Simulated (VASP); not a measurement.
# MgI2 (P-3m1) in VASP: further runs

The runs below take MgI2 through single point, with PBE.

Program: VASP 6.6.1. These are calculated values, not measurements. Logs are shortened: lines on timing, memory, paths and dates and some standing lists are left out, and cuts for length are marked.

## 1. The cell of the first run

The structure is trigonal, space group P-3m1 (No. 164). Conventional cell: a = 4.207 Å, b = 4.207 Å, c = 7.812 Å, α = 90.00°, β = 90.00°, γ = 120.00°. Within 3.8 Å of Mg (site symmetry -3m) lie 6 I at 2.87 Å. Within 3.8 Å of I (site symmetry 3m) lie 3 Mg at 2.87 Å.

## 2. Single point, PBE

Input file INCAR:

```
SYSTEM = MgI2
  PREC = Accurate
  ENCUT = 520
  EDIFF = 1E-6
  ISMEAR = 0
  SIGMA = 0.05
  LREAL = .False.
  LASPH = .True.
  NELM = 100
  ALGO = Normal
  ISIF = 2
  LWAVE = .False.
  LCHARG = .True.
  GGA = PE
  LELF = .True.
  LVHAR = .True.
  NBANDS = 15
```

Input file KPOINTS:

```
Automatic mesh
0
Gamma
  6 6 4
  0 0 0
```

Input file POSCAR:

```
MgI2
1.0
    4.2072027146      0.0000000000      0.0000000000
   -2.1036013573      3.6435444297      0.0000000000
    0.0000000000      0.0000000000      7.8117229395
Mg I
1 2
Direct
    0.0000000000      0.0000000000      0.0000000000
    0.3333333333      0.6666666667      0.8050686935
    0.6666666667      0.3333333333      0.1949313065
```

Potentials or basis: VASP PAW PBE potentials, release 64 (Mg, I).

Run with:

```sh
cat potpaw_PBE.64/Mg/POTCAR potpaw_PBE.64/I/POTCAR > POTCAR
mpirun -np 1 vasp_std > vasp.out
```

OUTCAR:

```text
SYSTEM = MgI2
   PREC = Accurate
   ENCUT = 520
   EDIFF = 1E-6
   ISMEAR = 0
   LREAL = .False.
   LASPH = .True.
   NELM = 100
   ISIF = 2
   GGA = PE

 ion  position               nearest neighbor table
   1  0.000  0.000  0.000-   2 2.87   3 2.87   2 2.87   3 2.87   3 2.87   2 2.87
   2  0.333  0.667  0.805-   1 2.87   1 2.87   1 2.87
   3  0.667  0.333  0.195-   1 2.87   1 2.87   1 2.87

  LATTYP: Found a hexagonal cell.
 ALAT       =     4.2072027146
 C/A-ratio  =     1.8567498334

  Lattice vectors:

 A1 = (   4.2072027146,   0.0000000000,   0.0000000000)
 A2 = (  -2.1036013573,   3.6435444297,   0.0000000000)
 A3 = (   0.0000000000,   0.0000000000,   7.8117229395)

Analysis of symmetry for initial positions (statically):
[... 33 lines left out ...]
                                     Primitive cell

  volume of cell :     119.7469

  direct lattice vectors                    reciprocal lattice vectors
     4.207202715  0.000000000  0.000000000     0.237687620  0.137229011  0.000000000
    -2.103601357  3.643544430  0.000000000     0.000000000  0.274458023  0.000000000
     0.000000000  0.000000000  7.811722940     0.000000000  0.000000000  0.128012733

  length of vectors
     4.207202715  4.207202715  7.811722940     0.274458023  0.274458023  0.128012733

  position of ions in fractional coordinates (direct lattice)
     0.000000000  0.000000000  0.000000000
     0.333333333  0.666666667  0.805068693
     0.666666667  0.333333333  0.194931307

  ion indices of the primitive-cell ions
   primitive index   ion index
                 1           1
                 2           2
                 3           3

----------------------------------------------------------------------------------------

 KPOINTS: Automatic mesh

Automatic generation of k-mesh.
 Grid dimensions read from file:
 generate k-points for:    6    6    4

 Generating k-lattice:

  Cartesian coordinates                     Fractional coordinates (reciprocal lattice)
     0.039614603  0.022871502  0.000000000     0.166666667  0.000000000  0.000000000
     0.000000000  0.045743004  0.000000000     0.000000000  0.166666667  0.000000000
     0.000000000  0.000000000  0.032003183     0.000000000  0.000000000  0.250000000

  Length of vectors
     0.045743004  0.045743004  0.032003183

  Shift w.r.t. Gamma in fractional coordinates (k-lattice)
[... 9 lines left out ...]
  0.000000  0.000000  0.000000      1.000000
  0.166667  0.000000  0.000000      6.000000
  0.333333 -0.000000  0.000000      6.000000
  0.500000 -0.000000  0.000000      3.000000
  0.166667  0.166667  0.000000      6.000000
  0.333333  0.166667  0.000000     12.000000
[... 16 lines left out ...]
  0.333333  0.166667  0.500000     12.000000
[... 5 lines left out ...]
   dimension x,y,z NGXF=    64 NGYF=   64 NGZF=  120
   ions per type =               1   2
   NGX,Y,Z   is equivalent  to a cutoff of  12.64, 12.64, 12.77 a.u.
   NGXF,Y,Z  is equivalent  to a cutoff of  25.29, 25.29, 25.54 a.u.
 SYSTEM =  MgI2
   PREC   = accura    normal or accurate (medium, high low for compatibility)
   ISTART =      0    job   : 0-new  1-cont  2-samecut
   ICHARG =      2    charge: 1-file 2-atom 10-const
   ISPIN  =      1    spin polarized calculation?
   LNONCOLLINEAR =      F non collinear calculations
   LSORBIT =      F    spin-orbit coupling
   LASPH  =      T    aspherical Exc in radial PAW
   ENCUT  =  520.0 eV  38.22 Ry    6.18 a.u.   7.82  7.82 14.52*2*pi/ulx,y,z
   NELM   =    100;   NELMIN=  2; NELMDL= -5     # of ELM steps
   EDIFF  = 0.1E-05   stopping-criterion for ELM
   LREAL  =      F    real-space projection
   EDIFFG = 0.1E-04   stopping-criterion for IOM
   NSW    =      0    number of steps for IOM
   IBRION =     -1    ionic relax: 0-MD 1-quasi-New 2-CG
[... 14 lines left out ...]
     AMIX     =   0.40;   BMIX     =  1.00
     AMIX_MAG =   1.60;   BMIX_MAG =  1.00
  volume/ion in A,a.u.               =      39.92       269.36
  Fermi-wavevector in a.u.,A,eV,Ry     =   0.836938  1.581584  9.530412  0.700466
  Thomas-Fermi vector in A             =   1.950745
   LORBIT       =      0    0 simple, 1 ext, 2 COOP (PROOUT), +10 PAW based schemes
   GGA     = PE    functional components
[... 6 lines left out ...]
 Gauss-broadening in eV      SIGMA  =   0.05
  energy-cutoff  :      520.00
  volume of cell :      119.75
 maximum number of plane-waves:      3251
 NGX is ok and might be reduce to    32
   NGX = 15   NGY = 15   NGZ = 29

 number of electron      16.0000000 magnetization

 Free energy of the ion-electron system (eV)
  ---------------------------------------------------
  ext. energy  EPLUGINS =         0.00000000
  ---------------------------------------------------
  free energy    TOTEN  =        -7.62562596 eV

  energy without entropy =       -7.62562596  energy(sigma->0) =       -7.62562596

 E-fermi :   1.1035     XC(G=0):  -7.3272

 val. band max:        0.8554212515   @ k =   0.1667   0.0000   0.0000
 cond. band min:       4.6094456051   @ k =   0.5000  -0.0000   0.0000
 fundamental gap:      3.7540243536
 Fermi energy:         1.1035277162

 k-point     1 :       0.0000    0.0000    0.0000
  band No.  band energies     occupation
      1     -11.0982      2.00000
      2     -10.3155      2.00000
      3      -2.0622      2.00000
      4       0.3493      2.00000
      5       0.3493      2.00000
      6       0.7712      2.00000
      7       0.7712      2.00000
      8       0.7831      2.00000
      9       4.8413      0.00000
     10       5.6776      0.00000
     11       7.4049      0.00000
     12       7.4049      0.00000
     13       7.6605      0.00000
     14       8.8685      0.00000
     15       8.8685      0.00000

 k-point     2 :       0.1667    0.0000    0.0000
  band No.  band energies     occupation
      1     -10.9598      2.00000
      2     -10.2554      2.00000
      3      -1.9723      2.00000
      4      -0.6442      2.00000
      5       0.0355      2.00000
      6       0.0662      2.00000
      7       0.7439      2.00000
      8       0.8554      2.00000
      9       5.6238      0.00000
     10       6.2151      0.00000
     11       7.0146      0.00000
     12       7.9111      0.00000
     13       8.0829      0.00000
     14       8.7562      0.00000
     15       9.3442      0.00000

 k-point     3 :       0.3333   -0.0000    0.0000
  band No.  band energies     occupation
      1     -10.6276      2.00000
      2     -10.1582      2.00000
      3      -2.2790      2.00000
      4      -1.6782      2.00000
      5      -0.5376      2.00000
      6      -0.4006      2.00000
      7       0.5656      2.00000
      8       0.6503      2.00000
      9       5.0052      0.00000
     10       6.5001      0.00000
     11       7.4471      0.00000
     12       8.4292      0.00000
     13       8.4910      0.00000
     14       9.2668      0.00000
     15       9.6192      0.00000

 k-point     4 :       0.5000   -0.0000    0.0000
  band No.  band energies     occupation
      1     -10.3916      2.00000
      2     -10.1604      2.00000
      3      -2.7461      2.00000
      4      -1.9825      2.00000
      5      -0.5771      2.00000
      6      -0.3601      2.00000
      7       0.3713      2.00000
      8       0.4634      2.00000
      9       4.6094      0.00000
     10       6.4848      0.00000
     11       6.9794      0.00000
     12       8.4815      0.00000
     13       8.9493      0.00000
     14       9.7492      0.00000
     15       9.7693      0.00000
[... 307 lines left out ...]
 k-point    22 :       0.1667    0.1667    0.5000
  band No.  band energies     occupation
      1     -10.7125      2.00000
      2     -10.1884      2.00000
      3      -2.0041      2.00000
      4      -1.3857      2.00000
      5      -0.8293      2.00000
      6       0.1298      2.00000
      7       0.1956      2.00000
      8       0.6472      2.00000
      9       5.8016      0.00000
     10       6.7805      0.00000
     11       7.3705      0.00000
     12       8.0768      0.00000
     13       8.1919      0.00000
     14       8.6636      0.00000
     15       9.6247      0.00000

 k-point    23 :       0.3333    0.1667    0.5000
  band No.  band energies     occupation
      1     -10.4033      2.00000
      2     -10.1503      2.00000
      3      -2.5268      2.00000
      4      -1.8599      2.00000
      5      -1.1291      2.00000
      6      -0.4032      2.00000
      7       0.2096      2.00000
      8       0.5718      2.00000
      9       5.4703      0.00000
     10       6.9533      0.00000
     11       7.5890      0.00000
     12       7.8402      0.00000
     13       8.2532      0.00000
     14       9.4238      0.00000
     15       9.9346      0.00000

 k-point    24 :       0.3333    0.3333    0.5000
  band No.  band energies     occupation
      1     -10.2159      2.00000
      2     -10.2159      2.00000
      3      -2.4467      2.00000
      4      -1.7128      2.00000
      5      -1.7128      2.00000
      6      -0.9441      2.00000
      7       0.4219      2.00000
      8       0.4219      2.00000
      9       5.9695      0.00000
     10       7.4928      0.00000
     11       7.4928      0.00000
     12       8.8083      0.00000
     13       8.8091      0.00000
     14       9.3282      0.00000
     15       9.3282      0.00000

------------------------ aborting loop because EDIFF is reached ----------------------------------------

  FORCE on cell =-STRESS in cart. coord.  units (eV):
  Direction    XX          YY          ZZ          XY          YZ          ZX
  --------------------------------------------------------------------------------------
  -------------------------------------------------------------------------------------
  Total        1.2742168      1.2742168      2.4017856      0.0000000      0.0000000      0.0000000
  in kB       17.0486339     17.0486339     32.1351606      0.0000000      0.0000000      0.0000000
  external PRESSURE =      22.0774762 kB  Pullay stress =       0.0000000 kB

 VOLUME and BASIS-vectors are now :
 -----------------------------------------------------------------------------
  energy-cutoff  :      520.00
  volume of cell :      119.75
      direct lattice vectors                 reciprocal lattice vectors
     4.207202715  0.000000000  0.000000000     0.237687620  0.137229011  0.000000000
    -2.103601357  3.643544430  0.000000000     0.000000000  0.274458023  0.000000000
     0.000000000  0.000000000  7.811722940     0.000000000  0.000000000  0.128012733

 POSITION                                       TOTAL-FORCE (eV/Angst)
 -----------------------------------------------------------------------------------
      0.00000      0.00000      0.00000         0.000000      0.000000      0.000000
     -0.00000      2.42903      6.28897         0.000000     -0.000000     -0.796389
      2.10360      1.21451      1.52275        -0.000000      0.000000      0.796389
 -----------------------------------------------------------------------------------
    total drift:                                0.000000      0.000000      0.000000

  FREE ENERGIE OF THE ION-ELECTRON SYSTEM (eV)
  ---------------------------------------------------
  free  energy   TOTEN  =        -7.6256259630 eV

  energy  without entropy=       -7.6256259630  energy(sigma->0) =       -7.62562596
```

It took 36 s on 1 thread of Intel Xeon Platinum 8259CL at 2.50GHz (Skylake/Cascade Lake), shared host; peak memory 0.25 GiB.

Results:

* Free energy: -7.6256 eV
* Pressure: 2.2 GPa
* Largest force: 0.796 eV/Å
* Band gap on the k mesh: 3.75 eV, indirect (least direct gap 4.06 eV)

Forces in eV/Å, atoms in the order of the input:
```
Mg   0.000  0.000  0.000
I    0.000  0.000 -0.796
I    0.000  0.000  0.796
```

Caveat: spin-orbit coupling is left out, which moves the levels of the heavy elements; this functional lacks dispersion, which binds the layers, so the pressure and a relaxed spacing across them are unreliable.

(Continued in part 2 of 2.)
